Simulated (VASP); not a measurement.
# Ge in VASP: notebook

The runs below take Ge through single point, with PBE+D3(BJ).

Program: VASP 6.6.1. These are calculated values, not measurements. Logs are shortened: lines on timing, memory, paths and dates and some standing lists are left out, and cuts for length are marked.

## Step 1: The cell of the first run

The cell holds a slab with vacuum, 4 atoms: a = 4.023 Å, b = 4.023 Å, c = 18.869 Å, α = 90.00°, β = 90.00°, γ = 120.00°.

## Step 2: Single point, PBE+D3(BJ)

INCAR reads:

```
SYSTEM = Ge
PREC = Accurate
ENCUT = 520
EDIFF = 1E-6
ISMEAR = 0
SIGMA = 0.1
LREAL = .FALSE.
LASPH = .TRUE.
NELM = 80
ALGO = Normal
ISIF = 2
LWAVE = .FALSE.
LCHARG = .FALSE.
LDIPOL = .TRUE.
IDIPOL = 3
DIPOL = 0.5 0.5 0.415
GGA = PE
IVDW = 12
NBANDS = 36
```

KPOINTS reads:

```
Automatic mesh
0
G
  9 9 1
  0 0 0
```

POSCAR reads:

```
Ge
1.0
    4.0226895311      0.0000000000      0.0000000000
   -2.0113447656      3.4837513255      0.0000000000
    0.0000000000      0.0000000000     18.8685220517
Ge
4
Direct
    0.3333333333      0.6666666667      0.2747571332
    0.6666666667      0.3333333333      0.2384924472
    0.6666666667      0.3333333333      0.5919129236
    0.3333333333      0.6666666667      0.5556482377
```

Potentials or basis: VASP PAW PBE potentials, release 64 (Ge_d).

Run with:

```console
cat potpaw_PBE.64/Ge_d/POTCAR > POTCAR
mpirun -np 1 vasp_std > vasp.out
```

OUTCAR:

```text
SYSTEM = Ge
   PREC = Accurate
   ENCUT = 520
   EDIFF = 1E-6
   ISMEAR = 0
   LREAL = .FALSE.
   LASPH = .TRUE.
   NELM = 80
   ISIF = 2
   GGA = PE
   IVDW = 12
 IVDW          = 12

 ion  position               nearest neighbor table
   1  0.333  0.667  0.275-   2 2.42   2 2.42   2 2.42
   2  0.667  0.333  0.238-   1 2.42   1 2.42   1 2.42
   3  0.667  0.333  0.592-   4 2.42   4 2.42   4 2.42
   4  0.333  0.667  0.556-   3 2.42   3 2.42   3 2.42

  LATTYP: Found a hexagonal cell.
 ALAT       =     4.0226895311
 C/A-ratio  =     4.6905240650

  Lattice vectors:

 A1 = (   4.0226895311,   0.0000000000,   0.0000000000)
 A2 = (  -2.0113447656,   3.4837513255,   0.0000000000)
 A3 = (   0.0000000000,   0.0000000000,  18.8685220517)

Analysis of symmetry for initial positions (statically):
=====================================================================
 Subroutine PRICEL returns:
 Original cell was already a primitive cell.

 Routine SETGRP: Setting up the symmetry group for a
 hexagonal supercell.

 Subroutine GETGRP returns: Found 12 space group operations
 (whereof  6 operations were pure point group operations)
 out of a pool of 24 trial point group operations.

The static configuration has the point symmetry C_3v.
 The point group associated with its full space group is D_3h.

Analysis of symmetry for dynamics (positions and initial velocities):
=====================================================================
 Subroutine PRICEL returns:
 Original cell was already a primitive cell.

 Routine SETGRP: Setting up the symmetry group for a
 hexagonal supercell.

 Subroutine GETGRP returns: Found 12 space group operations
 (whereof  6 operations were pure point group operations)
 out of a pool of 24 trial point group operations.

The dynamic configuration has the point symmetry C_3v.
 The point group associated with its full space group is D_3h.

 Subroutine INISYM returns: Found 12 space group operations
 (whereof  6 operations are pure point group operations),
 and found     1 'primitive' translations

----------------------------------------------------------------------------------------

                                     Primitive cell

  volume of cell :     264.4244

  direct lattice vectors                    reciprocal lattice vectors
     4.022689531  0.000000000  0.000000000     0.248589903  0.143523447  0.000000000
    -2.011344766  3.483751326  0.000000000     0.000000000  0.287046895  0.000000000
     0.000000000  0.000000000 18.868522052     0.000000000  0.000000000  0.052998322

  length of vectors
     4.022689531  4.022689531 18.868522052     0.287046895  0.287046895  0.052998322

  position of ions in fractional coordinates (direct lattice)
     0.333333333  0.666666667  0.274757133
     0.666666667  0.333333333  0.238492447
     0.666666667  0.333333333  0.591912924
     0.333333333  0.666666667  0.555648238

  ion indices of the primitive-cell ions
   primitive index   ion index
                 1           1
                 2           2
                 3           3
                 4           4

----------------------------------------------------------------------------------------

 KPOINTS: Automatic mesh

Automatic generation of k-mesh.
 Grid dimensions read from file:
 generate k-points for:    9    9    1

 Generating k-lattice:

  Cartesian coordinates                     Fractional coordinates (reciprocal lattice)
     0.027621100  0.015947050  0.000000000     0.111111111 -0.000000000  0.000000000
     0.000000000  0.031894099  0.000000000     0.000000000  0.111111111  0.000000000
     0.000000000  0.000000000  0.052998322     0.000000000  0.000000000  1.000000000

  Length of vectors
     0.031894099  0.031894099  0.052998322

  Shift w.r.t. Gamma in fractional coordinates (k-lattice)
     0.000000000  0.000000000  0.000000000

 Subroutine IBZKPT returns following result:
 ===========================================

 Found     12 irreducible k-points:

 Following reciprocal coordinates:
            Coordinates               Weight
  0.000000  0.000000  0.000000      1.000000
  0.111111  0.000000  0.000000      6.000000
  0.222222 -0.000000  0.000000      6.000000
  0.333333  0.000000  0.000000      6.000000
  0.444444 -0.000000  0.000000      6.000000
  0.111111  0.111111  0.000000      6.000000
  0.222222  0.111111  0.000000     12.000000
  0.333333  0.111111  0.000000     12.000000
  0.444444  0.111111  0.000000      6.000000
  0.222222  0.222222  0.000000      6.000000
  0.333333  0.222222  0.000000     12.000000
  0.333333  0.333333  0.000000      2.000000
   k-points           NKPTS =     12   k-points in BZ     NKDIM =     12   number of bands    NBANDS=     36
   number of dos      NEDOS =    301   number of ions     NIONS =      4
   total plane-waves  NPLWV = 126000
   dimension x,y,z NGX =    30 NGY =   30 NGZ =  140
   dimension x,y,z NGXF=    60 NGYF=   60 NGZF=  280
   ions per type =               4
   NGX,Y,Z   is equivalent  to a cutoff of  12.40, 12.40, 12.34 a.u.
   NGXF,Y,Z  is equivalent  to a cutoff of  24.80, 24.80, 24.67 a.u.
 SYSTEM =  Ge
   PREC   = accura    normal or accurate (medium, high low for compatibility)
   ISTART =      0    job   : 0-new  1-cont  2-samecut
   ICHARG =      2    charge: 1-file 2-atom 10-const
   ISPIN  =      1    spin polarized calculation?
   LNONCOLLINEAR =      F non collinear calculations
   LSORBIT =      F    spin-orbit coupling
   LASPH  =      T    aspherical Exc in radial PAW
   ENCUT  =  520.0 eV  38.22 Ry    6.18 a.u.   7.48  7.48 35.08*2*pi/ulx,y,z
   NELM   =     80;   NELMIN=  2; NELMDL= -5     # of ELM steps
   EDIFF  = 0.1E-05   stopping-criterion for ELM
   LREAL  =      F    real-space projection
   EDIFFG = 0.1E-04   stopping-criterion for IOM
   NSW    =      0    number of steps for IOM
   IBRION =     -1    ionic relax: 0-MD 1-quasi-New 2-CG
   NFREE  =      0    steps in history (QN), initial steepest desc. (CG)
   ISIF   =      2    stress and relaxation
   ISYM   =      2    0-nonsym 1-usesym 2-fastsym
   POTIM  = 0.5000    time-step for ionic-motion
   TEBEG  =    0.0;   TEEND  =   0.0 temperature during run
   PSTRESS=    0.0 pullay stress
   NELECT =      56.0000    total number of electrons
   NUPDOWN=      -1.0000    fix difference up-down
   EMIN   =  10.00;   EMAX   =-10.00  energy-range for DOS
   EFERMI =   0.00;   METHOD = LEGACY
   ISMEAR =     0;   SIGMA  =   0.10  broadening in eV -4-tet -1-fermi 0-gaus
   EFERMI_NEDOS =   21; number of points for ismear=-14 and -15
   IALGO  =     38    algorithm
   IMIX   =      4    mixing-type and parameters
     AMIX     =   0.40;   BMIX     =  1.00
     AMIX_MAG =   1.60;   BMIX_MAG =  1.00
  volume/ion in A,a.u.               =      66.11       446.11
  Fermi-wavevector in a.u.,A,eV,Ry     =   0.975821  1.844035 12.955840  0.952227
  Thomas-Fermi vector in A             =   2.106391
   LORBIT       =      0    0 simple, 1 ext, 2 COOP (PROOUT), +10 PAW based schemes
   GGA     = PE    functional components
   LHFCALC =     F    Hartree Fock is set to
   AEXX    =    0.0000 exact exchange contribution
   IVDW    =    12    specifies the selected vdW correction
   LEPSILON=     F    determine dielectric tensor
   LRPA    =     F    only Hartree local field effects (RPA)
 non-spin polarized calculation
 Gauss-broadening in eV      SIGMA  =   0.10
  energy-cutoff  :      520.00
  volume of cell :      264.42
 maximum number of plane-waves:      7165
 NGX is ok and might be reduce to    30
   NGX = 15   NGY = 15   NGZ = 71

 dipolmoment           0.000000      0.000000     -0.000001 electrons x Angstroem

 number of electron      56.0000025 magnetization

 dipolmoment           0.000000      0.000000      0.000006 electrons x Angstroem

 Free energy of the ion-electron system (eV)
  ---------------------------------------------------
  ext. energy  EPLUGINS =         0.00000000
  ---------------------------------------------------
  free energy    TOTEN  =       -16.15506233 eV

  energy without entropy =      -16.15160035  energy(sigma->0) =      -16.15333134

 E-fermi :  -1.3325     XC(G=0):  -4.5581

 val. band max:       -1.3624416331   @ k =   0.3333   0.3333   0.0000
 cond. band min:      -1.3019582883   @ k =   0.3333   0.3333   0.0000
 fundamental gap:      0.0604833448
 Fermi energy:        -1.3324806999

 k-point     1 :       0.0000    0.0000    0.0000
  band No.  band energies     occupation
      1     -25.8397      2.00000
      2     -25.8397      2.00000
      3     -25.8396      2.00000
      4     -25.8396      2.00000
      5     -25.7893      2.00000
      6     -25.7893      2.00000
[... 28 lines left out ...]
     35       2.5844      0.00000
     36       2.5844      0.00000

 k-point     2 :       0.1111    0.0000    0.0000
  band No.  band energies     occupation
      1     -25.8462      2.00000
      2     -25.8461      2.00000
      3     -25.8444      2.00000
      4     -25.8443      2.00000
      5     -25.8013      2.00000
      6     -25.8013      2.00000
[... 28 lines left out ...]
     35       3.0381      0.00000
     36       3.0737      0.00000

 k-point     3 :       0.2222   -0.0000    0.0000
  band No.  band energies     occupation
      1     -25.8558      2.00000
      2     -25.8557      2.00000
      3     -25.8522      2.00000
      4     -25.8521      2.00000
      5     -25.8140      2.00000
      6     -25.8140      2.00000
[... 28 lines left out ...]
     35       3.5566      0.00000
     36       4.1978      0.00000

 k-point     4 :       0.3333    0.0000    0.0000
  band No.  band energies     occupation
      1     -25.8592      2.00000
      2     -25.8592      2.00000
      3     -25.8576      2.00000
      4     -25.8575      2.00000
      5     -25.8275      2.00000
      6     -25.8274      2.00000
[... 28 lines left out ...]
     35       4.2679      0.00000
     36       5.2280      0.00000

 k-point     5 :       0.4444   -0.0000    0.0000
  band No.  band energies     occupation
      1     -25.8598      2.00000
      2     -25.8598      2.00000
      3     -25.8557      2.00000
      4     -25.8556      2.00000
      5     -25.8396      2.00000
      6     -25.8396      2.00000
[... 28 lines left out ...]
     35       4.9033      0.00000
     36       5.4952      0.00000

 k-point     6 :       0.1111    0.1111    0.0000
  band No.  band energies     occupation
      1     -25.8525      2.00000
      2     -25.8524      2.00000
      3     -25.8520      2.00000
      4     -25.8519      2.00000
      5     -25.8098      2.00000
      6     -25.8097      2.00000
[... 28 lines left out ...]
     35       3.2976      0.00000
     36       3.8407      0.00000

 k-point     7 :       0.2222    0.1111    0.0000
  band No.  band energies     occupation
      1     -25.8620      2.00000
      2     -25.8619      2.00000
      3     -25.8552      2.00000
      4     -25.8551      2.00000
      5     -25.8224      2.00000
      6     -25.8223      2.00000
[... 28 lines left out ...]
     35       3.8243      0.00000
     36       4.1372      0.00000

 k-point     8 :       0.3333    0.1111    0.0000
  band No.  band energies     occupation
      1     -25.8675      2.00000
      2     -25.8675      2.00000
      3     -25.8537      2.00000
      4     -25.8536      2.00000
      5     -25.8351      2.00000
      6     -25.8350      2.00000
[... 28 lines left out ...]
     35       4.2628      0.00000
     36       4.7753      0.00000

 k-point     9 :       0.4444    0.1111    0.0000
  band No.  band energies     occupation
      1     -25.8691      2.00000
      2     -25.8690      2.00000
      3     -25.8502      2.00000
      4     -25.8502      2.00000
      5     -25.8426      2.00000
      6     -25.8426      2.00000
[... 28 lines left out ...]
     35       4.7010      0.00000
     36       4.9034      0.00000

 k-point    10 :       0.2222    0.2222    0.0000
  band No.  band energies     occupation
      1     -25.8721      2.00000
      2     -25.8720      2.00000
      3     -25.8532      2.00000
      4     -25.8531      2.00000
      5     -25.8332      2.00000
      6     -25.8332      2.00000
[... 28 lines left out ...]
     35       3.8830      0.00000
     36       4.1942      0.00000

 k-point    11 :       0.3333    0.2222    0.0000
  band No.  band energies     occupation
      1     -25.8787      2.00000
      2     -25.8786      2.00000
      3     -25.8493      2.00000
      4     -25.8492      2.00000
      5     -25.8418      2.00000
      6     -25.8418      2.00000
[... 28 lines left out ...]
     35       4.2493      0.00000
     36       5.0027      0.00000

 k-point    12 :       0.3333    0.3333    0.0000
  band No.  band energies     occupation
      1     -25.8835      2.00000
      2     -25.8835      2.00000
      3     -25.8459      2.00000
      4     -25.8459      2.00000
      5     -25.8459      2.00000
      6     -25.8458      2.00000
[... 28 lines left out ...]
     35       5.0246      0.00000
     36       5.0615      0.00000

------------------------ aborting loop because EDIFF is reached ----------------------------------------

 vacuum level on the upper side and lower side of the slab       (xc-potential included)        -0.163        -0.160

 Edisp (eV)   -0.68624

 E8    (eV) :    -0.3147

  FORCE on cell =-STRESS in cart. coord.  units (eV):
  Direction    XX          YY          ZZ          XY          YZ          ZX
  --------------------------------------------------------------------------------------
  -------------------------------------------------------------------------------------
  Total      -0.14789    -0.14789    -0.37438     0.00000     0.00000     0.00000
  in kB      -0.89607    -0.89607    -2.26838     0.00000     0.00000     0.00000
  external pressure =       -1.35 kB  Pullay stress =        0.00 kB

 VOLUME and BASIS-vectors are now :
 -----------------------------------------------------------------------------
  energy-cutoff  :      520.00
  volume of cell :      264.42
      direct lattice vectors                 reciprocal lattice vectors
     4.022689531  0.000000000  0.000000000     0.248589903  0.143523447  0.000000000
    -2.011344766  3.483751326  0.000000000     0.000000000  0.287046895  0.000000000
     0.000000000  0.000000000 18.868522052     0.000000000  0.000000000  0.052998322

 POSITION                                       TOTAL-FORCE (eV/Angst)
 -----------------------------------------------------------------------------------
     -0.00000      2.32250      5.18426         0.000000     -0.000000      0.047341
      2.01134      1.16125      4.50000        -0.000000      0.000000      0.010975
      2.01134      1.16125     11.16852        -0.000000      0.000000     -0.010975
     -0.00000      2.32250     10.48426         0.000000     -0.000000     -0.047341
 -----------------------------------------------------------------------------------
    total drift:                               -0.000001     -0.000001      0.001156

  FREE ENERGIE OF THE ION-ELECTRON SYSTEM (eV)
  ---------------------------------------------------
  free  energy   TOTEN  =       -16.8413013818 eV

  energy  without entropy=      -16.8378393974  energy(sigma->0) =      -16.83957039

 vacuum level on the upper side and lower side of the slab         2.978         2.982
```

Wall time 2.4 min (1 thread of Intel Xeon Platinum 8259CL at 2.50GHz (Skylake/Cascade Lake), shared host); peak memory 0.38 GiB.

Results:

| Property | Result |
| --- | --- |
| Free energy | -16.8413 eV |
| Largest force | 0.047 eV/Å |
| Band gap on the k mesh | 0.06 eV, direct |
| Dispersion energy per atom | -0.172 eV |

Forces on the atoms (eV/Å):
```
Ge   0.000  0.000  0.047
Ge   0.000  0.000  0.011
Ge   0.000  0.000 -0.011
Ge   0.000  0.000 -0.047
```

(Part 1 of 3 ends here.)
